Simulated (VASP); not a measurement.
# MnS (F-43m) in VASP: further runs

Runs on MnS. Level: PBEsol. Tasks: single point.

All numbers are computed with VASP 6.6.1; they aren't measurements. Logs are shortened: lines on timing, memory, paths and dates and some standing lists are left out, and cuts for length are marked.

### 1 The cell of the first run

Symmetry: F-43m, No. 216, cubic system. The conventional cell has a = 5.518 Å, b = 5.518 Å, c = 5.518 Å, α = 90.00°, β = 90.00°, γ = 90.00°. Within 3.2 Å of Mn (site symmetry -43m) lie 4 S at 2.39 Å. S (site symmetry -43m) has 4 Mn at 2.39 Å within 3.2 Å.

### 2 Single point, PBEsol, collinear spin, ferromagnetic start (21.00 Å³/atom)

INCAR reads:

```
SYSTEM = MnS
  ALGO = Normal
  EDIFF = 1E-6
  ENCUT = 520
  GGA = PS
  ISIF = 2
  ISMEAR = 0
  ISPIN = 2
  LASPH = .True.
  LCHARG = .False.
  LMAXMIX = 4
  LORBIT = 11
  LREAL = .False.
  LWAVE = .False.
  MAGMOM = 4.29 0
  NBANDS = 20
  NELM = 150
  PREC = Accurate
  SIGMA = 0.1
```

KPOINTS reads:

```
k-points
0
Gamma
  14 14 14
  0 0 0
```

POSCAR reads:

```
MnS
1.0
    0.0000000000      2.7589818925      2.7589818925
    2.7589818925      0.0000000000      2.7589818925
    2.7589818925      2.7589818925      0.0000000000
Mn S
1 1
Direct
    0.0000000000      0.0000000000      0.0000000000
    0.2500000000      0.2500000000      0.2500000000
```

Potentials or basis: VASP PAW PBE potentials, release 64 (Mn_pv, S).

The run is started by

```sh
cat potpaw_PBE.64/Mn_pv/POTCAR potpaw_PBE.64/S/POTCAR > POTCAR
mpirun -np 1 vasp_std > vasp.out
```

OUTCAR:

```text
SYSTEM = MnS
   EDIFF = 1E-6
   ENCUT = 520
   GGA = PS
   ISIF = 2
   ISMEAR = 0
   ISPIN = 2
   LASPH = .True.
   LORBIT = 11
   LREAL = .False.
   NELM = 150
   PREC = Accurate

 ion  position               nearest neighbor table
   1  0.000  0.000  0.000-   2 2.39   2 2.39   2 2.39   2 2.39
   2  0.250  0.250  0.250-   1 2.39   1 2.39   1 2.39   1 2.39

  LATTYP: Found a face centered cubic cell.
 ALAT       =     5.5179637850

  Lattice vectors:

 A1 = (   0.0000000000,   2.7589818925,   2.7589818925)
 A2 = (   2.7589818925,   0.0000000000,   2.7589818925)
 A3 = (   2.7589818925,   2.7589818925,   0.0000000000)

Analysis of symmetry for initial positions (statically):
=====================================================================
 Subroutine PRICEL returns:
 Original cell was already a primitive cell.

 Routine SETGRP: Setting up the symmetry group for a
 face centered cubic supercell.

 Subroutine GETGRP returns: Found 24 space group operations
 (whereof 24 operations were pure point group operations)
 out of a pool of 48 trial point group operations.

The static configuration has the point symmetry T_d .

Analysis of symmetry for dynamics (positions and initial velocities):
=====================================================================
 Subroutine PRICEL returns:
 Original cell was already a primitive cell.

 Routine SETGRP: Setting up the symmetry group for a
 face centered cubic supercell.

 Subroutine GETGRP returns: Found 24 space group operations
 (whereof 24 operations were pure point group operations)
 out of a pool of 48 trial point group operations.

The dynamic configuration has the point symmetry T_d .

Analysis of structural, dynamic, and magnetic symmetry:
=====================================================================
 Subroutine PRICEL returns:
 Original cell was already a primitive cell.

 Routine SETGRP: Setting up the symmetry group for a
 face centered cubic supercell.

 Subroutine GETGRP returns: Found 24 space group operations
 (whereof 24 operations were pure point group operations)
 out of a pool of 48 trial point group operations.

The overall configuration has the point symmetry T_d .

 Subroutine INISYM returns: Found 24 space group operations
 (whereof 24 operations are pure point group operations),
 and found     1 'primitive' translations

[... 116 lines left out ...]
  Fermi-wavevector in a.u.,A,eV,Ry     =   1.256706  2.374831 21.487833  1.579311
  Thomas-Fermi vector in A             =   2.390401
   LORBIT       =     11    0 simple, 1 ext, 2 COOP (PROOUT), +10 PAW based schemes
   GGA     = PS    functional components
   LHFCALC =     F    Hartree Fock is set to
   AEXX    =    0.0000 exact exchange contribution
   IVDW    =     0    specifies the selected vdW correction
   LEPSILON=     F    determine dielectric tensor
   LRPA    =     F    only Hartree local field effects (RPA)
 spin polarized calculation
 Gauss-broadening in eV      SIGMA  =   0.10
  energy-cutoff  :      520.00
  volume of cell :       42.00
 maximum number of plane-waves:      1158
 NGX is ok and might be reduce to    30
   NGX = 15   NGY = 15   NGZ = 15

 number of electron      18.9999999 magnetization       4.7406100

 Free energy of the ion-electron system (eV)
  ---------------------------------------------------
  ext. energy  EPLUGINS =         0.00000000
  ---------------------------------------------------
  free energy    TOTEN  =       -14.77227235 eV

  energy without entropy =      -14.76546741  energy(sigma->0) =      -14.76886988

 E-fermi :   4.6539     XC(G=0):  -9.7420

 val. band max:        4.6468474462   @ k =  -0.4286   0.4286   0.1429
 cond. band min:       4.6578958887   @ k =   0.2143   0.0714   0.0000
 fundamental gap:      0.0110484425
 Fermi energy:         4.6538997593

 spin component 1

 k-point     1 :       0.0000    0.0000    0.0000
  band No.  band energies     occupation
      1     -45.7365      1.00000
      2     -45.7365      1.00000
      3     -45.7365      1.00000
      4      -9.3672      1.00000
      5      -0.2170      1.00000
      6      -0.2170      1.00000
[... 541 lines left out ...]
     19      17.2666      0.00000
     20      20.2852      0.00000

 [... further k-points ...]

 spin component 2

 k-point     1 :       0.0000    0.0000    0.0000
  band No.  band energies     occupation
      1     -41.3432      1.00000
      2     -41.3432      1.00000
      3     -41.3432      1.00000
      4      -9.0431      1.00000
      5       1.3094      1.00000
      6       1.3094      1.00000
[... 541 lines left out ...]
     19      18.1626      0.00000
     20      21.1412      0.00000

 [... further k-points ...]

------------------------ aborting loop because EDIFF is reached ----------------------------------------

  FORCE on cell =-STRESS in cart. coord.  units (eV):
  Direction    XX          YY          ZZ          XY          YZ          ZX
  --------------------------------------------------------------------------------------
  -------------------------------------------------------------------------------------
  Total       -0.1798225     -0.1798225     -0.1798225      0.0000000     -0.0000000      0.0000000
  in kB       -6.8592720     -6.8592720     -6.8592720      0.0000000     -0.0000000      0.0000000
  external PRESSURE =      -6.8592720 kB  Pullay stress =       0.0000000 kB

 VOLUME and BASIS-vectors are now :
 -----------------------------------------------------------------------------
  energy-cutoff  :      520.00
  volume of cell :       42.00
      direct lattice vectors                 reciprocal lattice vectors
     0.000000000  2.758981893  2.758981893    -0.181226271  0.181226271  0.181226271
     2.758981893  0.000000000  2.758981893     0.181226271 -0.181226271  0.181226271
     2.758981893  2.758981893  0.000000000     0.181226271  0.181226271 -0.181226271

 POSITION                                       TOTAL-FORCE (eV/Angst)
 -----------------------------------------------------------------------------------
      0.00000      0.00000      0.00000         0.000000      0.000000      0.000000
      1.37949      1.37949      1.37949        -0.000000     -0.000000     -0.000000
 -----------------------------------------------------------------------------------
    total drift:                               -0.000000     -0.000000     -0.000000

  FREE ENERGIE OF THE ION-ELECTRON SYSTEM (eV)
  ---------------------------------------------------
  free  energy   TOTEN  =       -14.7722723462 eV

  energy  without entropy=      -14.7654674071  energy(sigma->0) =      -14.76886988

 total charge

# of ion       s       p       d       tot
------------------------------------------
    1        0.272   6.232   4.924  11.428
    2        1.311   2.426   0.000   3.736
--------------------------------------------------
tot          1.583   8.658   4.924  15.165

 magnetization (x)

# of ion       s       p       d       tot
------------------------------------------
    1        0.048   0.068   4.080   4.196
    2        0.010   0.056   0.000   0.065
--------------------------------------------------
tot          0.058   0.123   4.080   4.261
```

stdout:

```text
POSCAR found type information on POSCAR MnS
 POSCAR found :  2 types and       2 ions
 scaLAPACK will be used
 -----------------------------------------------------------------------------
|                                                                             |
|                                                                             |
|     You enforced a specific xc type in the INCAR file but a different       |
|     I HOPE YOU KNOW WHAT YOU ARE DOING!                                     |
|                                                                             |
 -----------------------------------------------------------------------------

 LDA part: xc-table for (Slater+PW92), standard interpolation
 POSCAR, INCAR and KPOINTS ok, starting setup
 FFT: planning ... GRIDC
 FFT: planning ... GRID_SOFT
 FFT: planning ... GRID
 WAVECAR not read
 entering main loop
```

Wall time 83 s (1 thread of Intel Xeon 6975P-C (Granite Rapids), shared host); peak memory 0.27 GiB.

What came out:

```yaml
Free_energy: -14.7723 eV
Pressure: -0.7 GPa
Net_moment: 4.74 μB per cell
Site_moments: Mn +4.20; S +0.07 μB
Valence_electrons_inside_the_program's_atomic_spheres: Mn 11.43; S 3.74
```

Caveat: the PAW data sets were made with another functional, which shifts forces and pressure a little; a cell with one magnetic atom can't hold antiferromagnetic order, which such compounds often take; semilocal functionals often make such compounds metallic where correlation or magnetic order opens a gap, which also shifts bond lengths.

### 3 Single point, PBEsol, collinear spin, ferromagnetic start (21.61 Å³/atom)

This run uses another cell than the first one, of 21.61 Å³/atom.

INCAR reads:

```
SYSTEM = MnS
ALGO = Normal
EDIFF = 1E-7
ENCUT = 520
GGA = PS
ISIF = 2
ISMEAR = 0
ISPIN = 2
LASPH = .True.
LCHARG = .False.
LMAXMIX = 4
LORBIT = 11
LREAL = .False.
LWAVE = .False.
MAGMOM = 4.29 0
NBANDS = 20
NELM = 150
PREC = Accurate
SIGMA = 0.1
```

KPOINTS is that of step 2.

POSCAR reads:

```
MnS
1.0
    0.0000000000      2.7855121921      2.7855121921
    2.7855121921      0.0000000000      2.7855121921
    2.7855121921      2.7855121921      0.0000000000
Mn S
1 1
Direct
    0.0000000000      0.0000000000      0.0000000000
    0.2500000000      0.2500000000      0.2500000000
```

Potentials or basis: VASP PAW PBE potentials, release 64 (Mn_pv, S).

The run is started by

```sh
cat potpaw_PBE.64/Mn_pv/POTCAR potpaw_PBE.64/S/POTCAR > POTCAR
mpirun -np 1 vasp_std > vasp.out
```

Run time: 1.9 min. Hardware: 1 thread of Intel Xeon 6975P-C (Granite Rapids), shared host; peak memory 0.28 GiB.

Results (log left out):

- Free energy: -14.7637 eV
- Pressure: -1.6 GPa
- Net moment: 4.84 μB per cell
- Site moments: Mn +4.27; S +0.07 μB
- Valence electrons inside the program's atomic spheres: Mn 11.40; S 3.73

Levels at points of the mesh, in eV from the Fermi level:
Spin up:
```
           k point  band 10  band 11  band 12  band 13  band 14  band 15
(0.00, 0.00, 0.00)     0.40     0.40     0.40     0.98     5.88     5.88
(0.50, 0.00, 0.00)    -2.78    -0.66    -0.66     2.97     6.32     6.32
(0.50, 0.50, 0.00)    -2.62    -2.06    -2.06     2.75     4.36     9.17
```
Spin down:
| k point | band 3 | band 4 | band 5 | band 6 | band 7 | band 8 | band 9 | band 10 | band 11 | band 12 |
| --- | --- | --- | --- | --- | --- | --- | --- | --- | --- | --- |
| (0.00, 0.00, 0.00) | -46.02 | -13.59 | -3.28 | -3.28 | -3.28 | 0.85 | 0.85 | 1.93 | 3.12 | 3.12 |
| (0.50, 0.00, 0.00) | -46.02 | -12.92 | -5.18 | -3.20 | -3.20 | 0.90 | 0.98 | 0.98 | 2.11 | 2.11 |
| (0.50, 0.50, 0.00) | -46.02 | -12.70 | -5.09 | -3.30 | -3.30 | -0.05 | 0.87 | 1.29 | 1.35 | 1.35 |

Caveat: the PAW data sets were made with another functional, which shifts forces and pressure a little; a cell with one magnetic atom can't hold antiferromagnetic order, which such compounds often take; semilocal functionals often make such compounds metallic where correlation or magnetic order opens a gap, which also shifts bond lengths.

### 4 Single point, PBEsol, collinear spin, ferromagnetic start

This run uses another cell than the first one, of 21.95 Å³/atom.

INCAR reads:

```
PREC = Accurate
ENCUT = 520
EDIFF = 1E-7
ISMEAR = 0
SIGMA = 0.1
LREAL = False
LASPH = True
NELM = 150
ALGO = Normal
ISIF = 2
LWAVE = False
LCHARG = False
ISPIN = 2
MAGMOM = 4.29 0
LORBIT = 11
LMAXMIX = 4
GGA = PS
NBANDS = 20
```

KPOINTS reads:

```
Automatic mesh
0
Gamma
  14 14 14
```

POSCAR reads:

```
MnS
1.0
    0.0000000000      2.8000000000      2.8000000000
    2.8000000000      0.0000000000      2.8000000000
    2.8000000000      2.8000000000      0.0000000000
Mn S
1 1
Direct
    0.0000000000      0.0000000000      0.0000000000
    0.2500000000      0.2500000000      0.2500000000
```

The run is started by

```sh
cat potpaw_PBE.64/Mn_pv/POTCAR potpaw_PBE.64/S/POTCAR > POTCAR
mpirun -np 1 vasp_std > vasp.out
```

It took 1.7 min on 1 thread of Intel Xeon 6975P-C (Granite Rapids), shared host; peak memory 0.28 GiB.

Results (log left out):

| Item | Value |
| --- | --- |
| Free energy | -14.7560 eV |
| Pressure | -2.1 GPa |
| Net moment | 4.89 μB per cell |
| Site moments | Mn +4.30; S +0.08 μB |
| Valence electrons inside the program's atomic spheres | Mn 11.38; S 3.73 |

Levels at points of the mesh, in eV from the Fermi level:
Spin up:
```csv
k point,band 10,band 11,band 12,band 13,band 14,band 15
"(0.00, 0.00, 0.00)",0.31,0.31,0.31,0.89,5.82,5.82
"(0.50, 0.00, 0.00)",-2.83,-0.72,-0.72,2.89,6.25,6.25
"(0.50, 0.50, 0.00)",-2.66,-2.10,-2.10,2.69,4.29,9.02
```
Spin down:
```tsv
k point	band 5	band 6	band 7	band 8	band 9	band 10
(0.00, 0.00, 0.00)	-3.25	-3.25	-3.25	0.84	0.84	1.87
(0.50, 0.00, 0.00)	-5.12	-3.17	-3.17	0.90	0.97	0.97
(0.50, 0.50, 0.00)	-5.03	-3.28	-3.28	-0.02	0.86	1.27
```

Caveat: the PAW data sets were made with another functional, which shifts forces and pressure a little; a cell with one magnetic atom can't hold antiferromagnetic order, which such compounds often take; semilocal functionals often make such compounds metallic where correlation or magnetic order opens a gap, which also shifts bond lengths. With open d or f shells a metallic result of PBEsol can be an artefact of self-interaction; +U or a hybrid may open a gap.

### 5 Overview

```tsv
cell	gap on the mesh (eV)	pressure (GPa)	moment (μB)
a = 3.902 Å, angles 60.0°, 2 atoms	none	-0.7	4.74
a = 3.939 Å, angles 60.0°, 2 atoms	none	-1.6	4.84
a = 3.960 Å, angles 60.0°, 2 atoms	none	-2.1	4.89
```

Alike in all rows: task single point; level PBEsol; potentials or basis VASP PAW PBE potentials, release 64 (Mn_pv, S); spin collinear, ferromagnetic start; k mesh 14 × 14 × 14; cutoff (eV) 520; smearing gaussian 0.1 eV.

Caveats: the PAW data sets were made with another functional, which shifts forces and pressure a little; a cell with one magnetic atom can't hold antiferromagnetic order, which such compounds often take; semilocal functionals often make such compounds metallic where correlation or magnetic order opens a gap, which also shifts bond lengths.

Absolute energies hang on the potentials; compare differences alone.
